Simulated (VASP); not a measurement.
# Li2Se (Fm-3m) in VASP: notebook, part 2 of 2

VASP 6.6.1.

### 3 Single point, HF

POSCAR reads:

```
Li2Se
1.0
    0.0000000000      2.9935010607      2.9935010607
    2.9935010607      0.0000000000      2.9935010607
    2.9935010607      2.9935010607      0.0000000000
Li Se
2 1
Direct
    0.7500000000      0.7500000000      0.7500000000
    0.2500000000      0.2500000000      0.2500000000
    0.0000000000      0.0000000000      0.0000000000
```

INCAR.step1 reads:

```
  PREC = Accurate
  ENCUT = 650
  EDIFF = 1E-5
  ISMEAR = 0
  SIGMA = 0.01
  LREAL = False
  LASPH = True
  NELM = 120
  ALGO = Normal
  ISIF = 2
  LWAVE = True
  GGA = PE
  NBANDS = 13
  GGA_COMPAT = False
```

INCAR.step2 reads:

```
  PREC = Accurate
  ENCUT = 650
  EDIFF = 1E-6
  ISMEAR = 0
  SIGMA = 0.01
  LREAL = False
  LASPH = True
  NELM = 120
  ALGO = Normal
  ISIF = 2
  LWAVE = False
  LCHARG = True
  GGA = PE
  LHFCALC = True
  AEXX = 1.0
  ALDAC = 0.0
  AGGAC = 0.0
  PRECFOCK = Normal
  LELF = True
  LVHAR = True
  ISTART = 1
  NBANDS = 13
  GGA_COMPAT = False
```

KPOINTS reads:

```
Automatic mesh
0
Gamma
  6 6 6
```

Potentials or basis: VASP PAW PBE potentials, release 64 (Li_sv, Se).

Command:

```sh
cat potpaw_PBE.64/Li_sv/POTCAR potpaw_PBE.64/Se/POTCAR > POTCAR
cp INCAR.step1 INCAR
mpirun -np 1 vasp_std > vasp.out
cp INCAR.step2 INCAR
mpirun -np 1 vasp_std > vasp.out
```

OUTCAR:

```text
PREC = Accurate
   ENCUT = 650
   EDIFF = 1E-6
   ISMEAR = 0
   LREAL = False
   LASPH = True
   NELM = 120
   ISIF = 2
   GGA = PE
   LHFCALC = True
   AEXX = 1.0
   PRECFOCK = Normal
   ISTART = 1

 ion  position               nearest neighbor table
   1  0.750  0.750  0.750-   3 2.59   3 2.59   3 2.59   3 2.59
   2  0.250  0.250  0.250-   3 2.59   3 2.59   3 2.59   3 2.59
   3  0.000  0.000  0.000-   1 2.59   1 2.59   1 2.59   1 2.59   2 2.59   2 2.59   2 2.59   2 2.59

  LATTYP: Found a face centered cubic cell.
 ALAT       =     5.9870021214

  Lattice vectors:

 A1 = (   0.0000000000,   2.9935010607,   2.9935010607)
 A2 = (   2.9935010607,   0.0000000000,   2.9935010607)
 A3 = (   2.9935010607,   2.9935010607,   0.0000000000)

Analysis of symmetry for initial positions (statically):
=====================================================================
 Subroutine PRICEL returns:
 Original cell was already a primitive cell.

 Routine SETGRP: Setting up the symmetry group for a
 face centered cubic supercell.

 Subroutine GETGRP returns: Found 48 space group operations
 (whereof 48 operations were pure point group operations)
 out of a pool of 48 trial point group operations.

The static configuration has the point symmetry O_h .

Analysis of symmetry for dynamics (positions and initial velocities):
=====================================================================
 Subroutine PRICEL returns:
 Original cell was already a primitive cell.

 Routine SETGRP: Setting up the symmetry group for a
 face centered cubic supercell.

 Subroutine GETGRP returns: Found 48 space group operations
 (whereof 48 operations were pure point group operations)
 out of a pool of 48 trial point group operations.

The dynamic configuration has the point symmetry O_h .

 Subroutine INISYM returns: Found 48 space group operations
 (whereof 48 operations are pure point group operations),
 and found     1 'primitive' translations

----------------------------------------------------------------------------------------

                                     Primitive cell

  volume of cell :      53.6498

  direct lattice vectors                    reciprocal lattice vectors
     0.000000000  2.993501061  2.993501061    -0.167028503  0.167028503  0.167028503
     2.993501061  0.000000000  2.993501061     0.167028503 -0.167028503  0.167028503
     2.993501061  2.993501061  0.000000000     0.167028503  0.167028503 -0.167028503

  length of vectors
     4.233449799  4.233449799  4.233449799     0.289301853  0.289301853  0.289301853

  position of ions in fractional coordinates (direct lattice)
     0.750000000  0.750000000  0.750000000
     0.250000000  0.250000000  0.250000000
     0.000000000  0.000000000  0.000000000

  ion indices of the primitive-cell ions
   primitive index   ion index
                 1           1
                 2           2
                 3           3

----------------------------------------------------------------------------------------

 KPOINTS: Automatic mesh

Automatic generation of k-mesh.
 Grid dimensions read from file:
 generate k-points for:    6    6    6
[... 44 lines left out ...]
   NGXF,Y,Z  is equivalent  to a cutoff of  28.27, 28.27, 28.27 a.u.
 SYSTEM =  unknown system
   PREC   = accura    normal or accurate (medium, high low for compatibility)
   ISTART =      1    job   : 0-new  1-cont  2-samecut
   ICHARG =      0    charge: 1-file 2-atom 10-const
   ISPIN  =      1    spin polarized calculation?
   LNONCOLLINEAR =      F non collinear calculations
   LSORBIT =      F    spin-orbit coupling
   LASPH  =      T    aspherical Exc in radial PAW
   ENCUT  =  650.0 eV  47.77 Ry    6.91 a.u.   8.80  8.80  8.80*2*pi/ulx,y,z
   NELM   =    120;   NELMIN=  2; NELMDL=  0     # of ELM steps
   EDIFF  = 0.1E-05   stopping-criterion for ELM
   LREAL  =      F    real-space projection
   EDIFFG = 0.1E-04   stopping-criterion for IOM
   NSW    =      0    number of steps for IOM
   IBRION =     -1    ionic relax: 0-MD 1-quasi-New 2-CG
   NFREE  =      0    steps in history (QN), initial steepest desc. (CG)
   ISIF   =      2    stress and relaxation
   ISYM   =      3    0-nonsym 1-usesym 2-fastsym
   POTIM  = 0.5000    time-step for ionic-motion
   TEBEG  =    0.0;   TEEND  =   0.0 temperature during run
   PSTRESS=    0.0 pullay stress
   NELECT =      12.0000    total number of electrons
   NUPDOWN=      -1.0000    fix difference up-down
   EMIN   =  10.00;   EMAX   =-10.00  energy-range for DOS
   EFERMI =   0.00;   METHOD = LEGACY
   ISMEAR =     0;   SIGMA  =   0.01  broadening in eV -4-tet -1-fermi 0-gaus
   EFERMI_NEDOS =   21; number of points for ismear=-14 and -15
   IALGO  =     38    algorithm
   IMIX   =      1    mixing-type and parameters
     AMIX     =   0.40;   BMIX     =  1.00
     AMIX_MAG =   1.60;   BMIX_MAG =  1.00
  volume/ion in A,a.u.               =      17.88       120.68
  Fermi-wavevector in a.u.,A,eV,Ry     =   0.993755  1.877924 13.436410  0.987548
  Thomas-Fermi vector in A             =   2.125658
   LORBIT       =      0    0 simple, 1 ext, 2 COOP (PROOUT), +10 PAW based schemes
   GGA     = PE    functional components
   LHFCALC =     T    Hartree Fock is set to
   PRECFOCK=normal    Normal, Fast or Accurate (Low or Medium for compatibility)
   ENCUT4O =  -1.0   cutoff for four orbital integrals eV
   NKREDX  =     1    reduce k-point grid by
   NKREDY  =     1    reduce k-point grid by
   NKREDZ  =     1    reduce k-point grid by
   AEXX    =    1.0000 exact exchange contribution
   HFSCREEN=    0.0000 screening length (either q_TF or 0.3 A-1)
   HFSCREENC=   0.0000 screening length for correlation (either q_TF or 0.3 A-1)
   ENCUTFOCK=  -1.0 apply spherical cutoff to Coloumb kernel
   IVDW    =     0    specifies the selected vdW correction
   LEPSILON=     F    determine dielectric tensor
   LRPA    =     F    only Hartree local field effects (RPA)
 non-spin polarized calculation
 Gauss-broadening in eV      SIGMA  =   0.01
  energy-cutoff  :      650.00
  volume of cell :       53.65
 maximum number of plane-waves:      2044
  NGX = 28; NGY = 28; NGZ = 28

 number of electron      11.9999994 magnetization

 Free energy of the ion-electron system (eV)
  ---------------------------------------------------
  ext. energy  EPLUGINS =         0.00000000
  ---------------------------------------------------
  free energy    TOTEN  =       -18.68396648 eV

  energy without entropy =      -18.68396648  energy(sigma->0) =      -18.68396648

 E-fermi :  -1.8139     XC(G=0):   0.0000

 val. band max:       -1.9342810588   @ k =   0.0000   0.0000   0.0000
 cond. band min:       7.7184586901   @ k =   0.5000   0.5000   0.0000
 fundamental gap:      9.6527397489
 Fermi energy:        -1.8138898970

 k-point     1 :       0.0000    0.0000    0.0000
  band No.  band energies     occupation
      1     -59.3927      2.00000
      2     -59.3643      2.00000
      3     -17.6720      2.00000
      4      -1.9343      2.00000
      5      -1.9343      2.00000
      6      -1.9343      2.00000
      7       8.6575      0.00000
      8      11.1074      0.00000
      9      11.1074      0.00000
     10      11.1074      0.00000
     11      16.6314      0.00000
     12      16.6314      0.00000
     13      17.0961      0.00000
[... 226 lines left out ...]
  band No.  band energies     occupation
      1     -59.3800      2.00000
      2     -59.3744      2.00000
      3     -16.8430      2.00000
      4      -4.8761      2.00000
      5      -4.2085      2.00000
      6      -4.0551      2.00000
      7       9.1850      0.00000
      8      12.6804      0.00000
      9      13.5334      0.00000
     10      15.4590      0.00000
     11      17.3474      0.00000
     12      18.3615      0.00000
     13      18.6196      0.00000

------------------------ aborting loop because EDIFF is reached ----------------------------------------

  FORCE on cell =-STRESS in cart. coord.  units (eV):
  Direction    XX          YY          ZZ          XY          YZ          ZX
  --------------------------------------------------------------------------------------
  -------------------------------------------------------------------------------------
  Total        0.5308587      0.5308587      0.5308587      0.0000000      0.0000000     -0.0000000
  in kB       15.8533597     15.8533597     15.8533597      0.0000000      0.0000000     -0.0000000
  external PRESSURE =      15.8533597 kB  Pullay stress =       0.0000000 kB

 VOLUME and BASIS-vectors are now :
 -----------------------------------------------------------------------------
  energy-cutoff  :      650.00
  volume of cell :       53.65
      direct lattice vectors                 reciprocal lattice vectors
     0.000000000  2.993501061  2.993501061    -0.167028503  0.167028503  0.167028503
     2.993501061  0.000000000  2.993501061     0.167028503 -0.167028503  0.167028503
     2.993501061  2.993501061  0.000000000     0.167028503  0.167028503 -0.167028503

 POSITION                                       TOTAL-FORCE (eV/Angst)
 -----------------------------------------------------------------------------------
      4.49025      4.49025      4.49025         0.000000      0.000000      0.000000
      1.49675      1.49675      1.49675        -0.000000     -0.000000     -0.000000
      0.00000      0.00000      0.00000        -0.000000      0.000000      0.000000
 -----------------------------------------------------------------------------------
    total drift:                               -0.000000     -0.000000     -0.000000

  FREE ENERGIE OF THE ION-ELECTRON SYSTEM (eV)
  ---------------------------------------------------
  free  energy   TOTEN  =       -18.6839664776 eV

  energy  without entropy=      -18.6839664776  energy(sigma->0) =      -18.68396648
```

Wall time 78 min (1 thread of Intel Xeon 8259CL, shared host); peak memory 0.25 GiB.

What came out:

```yaml
Free_energy: -18.6840 eV
Pressure: 1.6 GPa
Band_gap_on_the_k_mesh: 9.65 eV (least direct gap 10.59 eV)
```

Caveat: the PAW data sets were made with another functional, which shifts forces and pressure a little.
